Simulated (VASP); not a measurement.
# Ru (Pm-3m) in VASP: notebook, part 2 of 2

VASP 6.6.1. Earlier steps stand in the parts before.

## Step 3: Single point, PBE+D3(BJ)

This run uses another cell than the first one, of 14.00 Å³/atom, 0.971 times its volume.

INCAR

```
ALGO = Normal
EDIFF = 1E-6
ENCUT = 520
GGA = PE
ISIF = 2
ISMEAR = -1
IVDW = 12
LASPH = T
LCHARG = F
LREAL = F
LWAVE = F
NBANDS = 13
NELM = 100
PREC = Accurate
SIGMA = 0.05
```

KPOINTS

```
k-points
0
Gamma
  9 9 9
```

POSCAR

```
Ru
1.0
    2.4103548746      0.0000000000      0.0000000000
    0.0000000000      2.4103548746      0.0000000000
    0.0000000000      0.0000000000      2.4103548746
Ru
1
Direct
    0.0000000000      0.0000000000      0.0000000000
```

Potentials or basis: VASP PAW PBE potentials, release 64 (Ru_pv).

Launch:

```
$ cat potpaw_PBE.64/Ru_pv/POTCAR > POTCAR
$ mpirun -np 1 vasp_std > vasp.out
```

OUTCAR:

```text
EDIFF = 1E-6
   ENCUT = 520
   GGA = PE
   ISIF = 2
   ISMEAR = -1
   IVDW = 12
   LASPH = T
   LREAL = F
   NELM = 100
   PREC = Accurate
 IVDW          = 12

 ion  position               nearest neighbor table
   1  0.000  0.000  0.000-

  LATTYP: Found a simple cubic cell.
 ALAT       =     2.4103548746

  Lattice vectors:

 A1 = (   2.4103548746,   0.0000000000,   0.0000000000)
 A2 = (   0.0000000000,   2.4103548746,   0.0000000000)
 A3 = (   0.0000000000,   0.0000000000,   2.4103548746)

Analysis of symmetry for initial positions (statically):
=====================================================================
 Subroutine PRICEL returns:
 Original cell was already a primitive cell.

 Routine SETGRP: Setting up the symmetry group for a
 simple cubic supercell.

 Subroutine GETGRP returns: Found 48 space group operations
 (whereof 48 operations were pure point group operations)
 out of a pool of 48 trial point group operations.

The static configuration has the point symmetry O_h .

Analysis of symmetry for dynamics (positions and initial velocities):
=====================================================================
 Subroutine PRICEL returns:
 Original cell was already a primitive cell.

 Routine SETGRP: Setting up the symmetry group for a
 simple cubic supercell.

 Subroutine GETGRP returns: Found 48 space group operations
 (whereof 48 operations were pure point group operations)
 out of a pool of 48 trial point group operations.

The dynamic configuration has the point symmetry O_h .

 Subroutine INISYM returns: Found 48 space group operations
 (whereof 48 operations are pure point group operations),
 and found     1 'primitive' translations

----------------------------------------------------------------------------------------

                                     Primitive cell

  volume of cell :      14.0037

  direct lattice vectors                    reciprocal lattice vectors
     2.410354875  0.000000000  0.000000000     0.414876668  0.000000000  0.000000000
     0.000000000  2.410354875  0.000000000     0.000000000  0.414876668  0.000000000
     0.000000000  0.000000000  2.410354875     0.000000000  0.000000000  0.414876668

  length of vectors
     2.410354875  2.410354875  2.410354875     0.414876668  0.414876668  0.414876668

  position of ions in fractional coordinates (direct lattice)
     0.000000000  0.000000000  0.000000000

  ion indices of the primitive-cell ions
   primitive index   ion index
                 1           1

----------------------------------------------------------------------------------------

 KPOINTS: k-points

Automatic generation of k-mesh.
 Grid dimensions read from file:
 generate k-points for:    9    9    9

 Generating k-lattice:

  Cartesian coordinates                     Fractional coordinates (reciprocal lattice)
     0.046097408  0.000000000  0.000000000     0.111111111  0.000000000  0.000000000
     0.000000000  0.046097408  0.000000000     0.000000000  0.111111111  0.000000000
     0.000000000  0.000000000  0.046097408     0.000000000  0.000000000  0.111111111

  Length of vectors
     0.046097408  0.046097408  0.046097408

  Shift w.r.t. Gamma in fractional coordinates (k-lattice)
     0.000000000  0.000000000  0.000000000

 Subroutine IBZKPT returns following result:
 ===========================================

 Found     35 irreducible k-points:

 Following reciprocal coordinates:
            Coordinates               Weight
  0.000000  0.000000  0.000000      1.000000
  0.111111  0.000000  0.000000      6.000000
  0.222222  0.000000  0.000000      6.000000
  0.333333  0.000000  0.000000      6.000000
  0.444444  0.000000  0.000000      6.000000
  0.111111  0.111111  0.000000     12.000000
[... 16 lines left out ...]
  0.333333  0.333333  0.111111     24.000000
  0.444444  0.333333  0.111111     48.000000
 [... further k-points ...]
   k-points           NKPTS =     35   k-points in BZ     NKDIM =     35   number of bands    NBANDS=     13
   number of dos      NEDOS =    301   number of ions     NIONS =      1
   total plane-waves  NPLWV =   5832
   dimension x,y,z NGX =    18 NGY =   18 NGZ =   18
   dimension x,y,z NGXF=    36 NGYF=   36 NGZF=   36
   ions per type =               1
   NGX,Y,Z   is equivalent  to a cutoff of  12.41, 12.41, 12.41 a.u.
   NGXF,Y,Z  is equivalent  to a cutoff of  24.83, 24.83, 24.83 a.u.
 SYSTEM =  unknown system
   PREC   = accura    normal or accurate (medium, high low for compatibility)
   ISTART =      0    job   : 0-new  1-cont  2-samecut
   ICHARG =      2    charge: 1-file 2-atom 10-const
   ISPIN  =      1    spin polarized calculation?
   LNONCOLLINEAR =      F non collinear calculations
   LSORBIT =      F    spin-orbit coupling
   LASPH  =      T    aspherical Exc in radial PAW
   ENCUT  =  520.0 eV  38.22 Ry    6.18 a.u.   4.48  4.48  4.48*2*pi/ulx,y,z
   NELM   =    100;   NELMIN=  2; NELMDL= -5     # of ELM steps
   EDIFF  = 0.1E-05   stopping-criterion for ELM
   LREAL  =      F    real-space projection
   EDIFFG = 0.1E-04   stopping-criterion for IOM
   NSW    =      0    number of steps for IOM
   IBRION =     -1    ionic relax: 0-MD 1-quasi-New 2-CG
   NFREE  =      0    steps in history (QN), initial steepest desc. (CG)
   ISIF   =      2    stress and relaxation
   ISYM   =      2    0-nonsym 1-usesym 2-fastsym
   POTIM  = 0.5000    time-step for ionic-motion
   TEBEG  =    0.0;   TEEND  =   0.0 temperature during run
   PSTRESS=    0.0 pullay stress
   NELECT =      14.0000    total number of electrons
   NUPDOWN=      -1.0000    fix difference up-down
   EMIN   =  10.00;   EMAX   =-10.00  energy-range for DOS
   EFERMI =   0.00;   METHOD = LEGACY
   ISMEAR =    -1;   SIGMA  =   0.05  broadening in eV -4-tet -1-fermi 0-gaus
   EFERMI_NEDOS =   21; number of points for ismear=-14 and -15
   IALGO  =     38    algorithm
   IMIX   =      4    mixing-type and parameters
     AMIX     =   0.40;   BMIX     =  1.00
     AMIX_MAG =   1.60;   BMIX_MAG =  1.00
  volume/ion in A,a.u.               =      14.00        94.50
  Fermi-wavevector in a.u.,A,eV,Ry     =   1.636954  3.093395 36.458429  2.679619
  Thomas-Fermi vector in A             =   2.728175
   LORBIT       =      0    0 simple, 1 ext, 2 COOP (PROOUT), +10 PAW based schemes
   GGA     = PE    functional components
   LHFCALC =     F    Hartree Fock is set to
   AEXX    =    0.0000 exact exchange contribution
   IVDW    =    12    specifies the selected vdW correction
   LEPSILON=     F    determine dielectric tensor
   LRPA    =     F    only Hartree local field effects (RPA)
 non-spin polarized calculation
  energy-cutoff  :      520.00
  volume of cell :       14.00
 maximum number of plane-waves:       390
 NGX is ok and might be reduce to    18
   NGX =  9   NGY =  9   NGZ =  9

 number of electron      14.0000008 magnetization

 Free energy of the ion-electron system (eV)
  ---------------------------------------------------
  ext. energy  EPLUGINS =         0.00000000
  ---------------------------------------------------
  free energy    TOTEN  =        -7.92383291 eV

  energy without entropy =       -7.91422101  energy(sigma->0) =       -7.91902696

 E-fermi :  12.6834     XC(G=0): -13.7560

 val. band max:       12.6280075047   @ k =   0.2222   0.1111   0.0000
 cond. band min:      12.7710201651   @ k =   0.3333   0.3333   0.1111
 fundamental gap:      0.1430126604
 Fermi energy:        12.6833911103

 k-point     1 :       0.0000    0.0000    0.0000
  band No.  band energies     occupation
      1     -29.8694      2.00000
      2     -29.8694      2.00000
      3     -29.8694      2.00000
      4       4.7362      2.00000
      5       6.2998      2.00000
      6       6.2998      2.00000
      7      14.5626      0.00000
      8      14.5626      0.00000
      9      14.5626      0.00000
     10      23.4231      0.00000
     11      30.1888      0.00000
     12      30.1888      0.00000
     13      30.1888      0.00000
[... 353 lines left out ...]
 k-point    24 :       0.4444    0.3333    0.1111
  band No.  band energies     occupation
      1     -31.1683      2.00000
      2     -30.8188      2.00000
      3     -29.8088      2.00000
      4       6.4289      2.00000
      5       8.8038      2.00000
      6      10.8812      2.00000
      7      11.5307      2.00000
      8      13.6224      0.00000
      9      17.8007      0.00000
     10      21.7419      0.00000
     11      23.4231      0.00000
     12      28.2470      0.00000
     13      31.6177      0.00000

 [... further k-points ...]

------------------------ aborting loop because EDIFF is reached ----------------------------------------

 Edisp (eV)   -0.60426

 E8    (eV) :    -0.2753

  FORCE on cell =-STRESS in cart. coord.  units (eV):
  Direction    XX          YY          ZZ          XY          YZ          ZX
  --------------------------------------------------------------------------------------
  -------------------------------------------------------------------------------------
  Total       2.52523     2.52523     2.52523    -0.00000    -0.00000     0.00000
  in kB     288.91362   288.91362   288.91362    -0.00000    -0.00000     0.00000
  external pressure =      288.91 kB  Pullay stress =        0.00 kB

 VOLUME and BASIS-vectors are now :
 -----------------------------------------------------------------------------
  energy-cutoff  :      520.00
  volume of cell :       14.00
      direct lattice vectors                 reciprocal lattice vectors
     2.410354875  0.000000000  0.000000000     0.414876668  0.000000000  0.000000000
     0.000000000  2.410354875  0.000000000     0.000000000  0.414876668  0.000000000
     0.000000000  0.000000000  2.410354875     0.000000000  0.000000000  0.414876668

 POSITION                                       TOTAL-FORCE (eV/Angst)
 -----------------------------------------------------------------------------------
      0.00000      0.00000      0.00000         0.000000      0.000000      0.000000
 -----------------------------------------------------------------------------------
    total drift:                               -0.000000      0.000000      0.000000

  FREE ENERGIE OF THE ION-ELECTRON SYSTEM (eV)
  ---------------------------------------------------
  free  energy   TOTEN  =        -8.5280902569 eV

  energy  without entropy=       -8.5184783483  energy(sigma->0) =       -8.52328430
```

stdout:

```text
POSCAR found type information on POSCAR Ru
 POSCAR found :  1 types and       1 ions
 scaLAPACK will be used
 LDA part: xc-table for (Slater+PW92), standard interpolation
 POSCAR, INCAR and KPOINTS ok, starting setup
 FFT: planning ... GRIDC
 FFT: planning ... GRID_SOFT
 FFT: planning ... GRID
 WAVECAR not read
 entering main loop
```

Run time: 7.6 s. Hardware: 1 thread of Intel Xeon 8259CL, shared host; peak memory 0.13 GiB.

Results:

```
Free energy                : -8.5281 eV
Pressure                   : 28.9 GPa
Band gap on the k mesh     : zero (band 7 reaches 16.41 eV, above the bottom of band 8 at 11.57 eV)
Dispersion energy per atom : -0.604 eV
```

Caveat: three body term missing; pairwise dispersion overbinds metals, which lowers pressure and volume.

## Step 4: Single point, PBE+D3(BJ)

This run uses another cell than the first one, of 15.49 Å³/atom, 1.075 times its volume.

INCAR

```
PREC = Accurate
ENCUT = 520
EDIFF = 1E-7
ISMEAR = -1
SIGMA = 0.05
LREAL = F
LASPH = T
NELM = 80
ALGO = Normal
ISIF = 2
LWAVE = F
LCHARG = F
GGA = PE
IVDW = 12
NBANDS = 13
```

KPOINTS

```
regular mesh
0
Gamma
  9 9 9
```

POSCAR

```
Ru
1.0
    2.4930089058      0.0000000000      0.0000000000
    0.0000000000      2.4930089058      0.0000000000
    0.0000000000      0.0000000000      2.4930089058
Ru
1
Direct
    0.0000000000      0.0000000000      0.0000000000
```

Launch:

```
$ cat potpaw_PBE.64/Ru_pv/POTCAR > POTCAR
$ mpirun -np 1 vasp_std > vasp.out
```

Run time: 8 s. Hardware: 1 thread of Intel Xeon 8259CL, shared host; peak memory 0.13 GiB.

The run converged. Its results:

```
Free energy                : -8.6461 eV
Pressure                   : -1.0 GPa
Band gap on the k mesh     : zero (band 7 reaches 14.10 eV, above the bottom of band 8 at 10.01 eV)
Dispersion energy per atom : -0.546 eV
```

Levels at points of the mesh, in eV from the Fermi level:
```csv
k point,band 3,band 4,band 5,band 6,band 7,band 8,band 9,band 10,band 11,band 12
"(0.00, 0.00, 0.00)",-42.49,-7.34,-5.57,-5.57,1.59,1.59,1.59,10.85,16.72,16.72
```

Caveat: three body term missing; pairwise dispersion overbinds metals, which lowers pressure and volume.

## Step 5: Single point, PBE+D3(BJ)

This run uses another cell than the first one, of 14.89 Å³/atom, 1.033 times its volume.

INCAR

```
ALGO = Normal
EDIFF = 1E-6
ENCUT = 520
GGA = PE
ISIF = 2
ISMEAR = -1
IVDW = 12
LASPH = True
LCHARG = False
LREAL = False
LWAVE = False
NBANDS = 13
NELM = 60
PREC = Accurate
SIGMA = 0.05
```

KPOINTS

```
k-points
0
Gamma
  9 9 9
```

POSCAR

```
Ru
1.0
    2.4600000000      0.0000000000      0.0000000000
    0.0000000000      2.4600000000      0.0000000000
    0.0000000000      0.0000000000      2.4600000000
Ru
1
Direct
    0.0000000000      0.0000000000      0.0000000000
```

Launch:

```
$ cat potpaw_PBE.64/Ru_pv/POTCAR > POTCAR
$ mpirun -np 1 vasp_std > vasp.out
```

It took 7.5 s on 1 thread of Intel Xeon 8259CL, shared host; peak memory 0.13 GiB.

Results (log left out):

```
Free energy                : -8.6308 eV
Pressure                   : 9.2 GPa
Band gap on the k mesh     : zero (band 7 reaches 14.98 eV, above the bottom of band 8 at 10.61 eV)
Dispersion energy per atom : -0.568 eV
```

Levels at points of the mesh, in eV from the Fermi level:
```csv
k point,band 4,band 5,band 6,band 7,band 8,band 9,band 10,band 11
"(0.00, 0.00, 0.00)",-7.58,-5.88,-5.88,1.70,1.70,1.70,10.81,17.03
```

Caveat: three body term missing; pairwise dispersion overbinds metals, which lowers pressure and volume.

## Step 6: The runs side by side

| cell | gap on the mesh (eV) | pressure (GPa) |
| --- | --- | --- |
| a = 2.434 Å, 1 atom | none | 18.9 |
| a = 2.410 Å, 1 atom | none | 28.9 |
| a = 2.493 Å, 1 atom | none | -1.0 |
| a = 2.460 Å, 1 atom | none | 9.2 |

Alike in all rows: task single point; level PBE+D3(BJ); potentials or basis VASP PAW PBE potentials, release 64 (Ru_pv); no spin polarisation; k mesh 9 × 9 × 9; cutoff (eV) 520; smearing fermi-dirac 0.05 eV.

Caveats: three body term missing; pairwise dispersion overbinds metals, which lowers pressure and volume.

Total energies depend on the potentials used, so only differences within one code and one set of settings carry meaning.
